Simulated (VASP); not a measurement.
A run of VASP 6.6.1:

File INCAR:

```
PREC     = Accurate       # precision mode
ENCUT    = 520            # plane-wave cutoff, eV
EDIFF    = 1E-6           # SCF threshold, eV
ISMEAR   = 0              # smearing method
SIGMA    = 0.05           # smearing width, eV
LREAL    = False          # projectors in reciprocal space
LASPH    = True           # aspherical terms in the spheres
NELM     = 100            # most SCF steps
ALGO     = Normal         # electronic algorithm
ISIF     = 2              # what is computed and relaxed
LWAVE    = False          # write WAVECAR
LCHARG   = True           # write CHGCAR
LDIPOL   = True         
IDIPOL   = 3            
DIPOL    = 0.5 0.5 0.392
GGA      = PE             # functional
IVDW     = 12             # dispersion correction
LELF     = True           # ELF
LVHAR    = True         
LVACPOTAV= True         
NBANDS   = 35             # bands
```

Contents of KPOINTS:

```
regular mesh
0
Gamma
  9 9 1
```

The input POSCAR:

```
Te2Mo
1.0
    3.5038818256      0.0000000000      0.0000000000
   -1.7519409128      3.0344506729      0.0000000000
    0.0000000000      0.0000000000     24.7677191314
Te Mo
4 2
Direct
    0.3333333333      0.6666666667      0.1816881069
    0.3333333333      0.6666666667      0.3284056769
    0.5000000000      0.6666666667      0.4547798490
    0.5000000000      0.6666666667      0.6014974190
    0.6666666667      0.3333333333      0.2550468919
    0.1666666667      1.0000000000      0.5281386340
```

Potentials or basis: VASP PAW PBE potentials, release 64 (Te, Mo_sv).

Run with:

```console
$ cat potpaw_PBE.64/Te/POTCAR potpaw_PBE.64/Mo_sv/POTCAR > POTCAR
$ mpirun -np 1 vasp_std > vasp.out
```

Hardware: 1 thread of Intel(R) Xeon(R) 6975P-C (Granite Rapids), with other jobs on the host.

Problem. How long does it take, and how much memory?

Solution. It took 7.9 min on 1 thread of Intel(R) Xeon(R) 6975P-C (Granite Rapids), on a shared host, peak memory 0.57 GiB. Counts: scf iterations 24, k points 41.
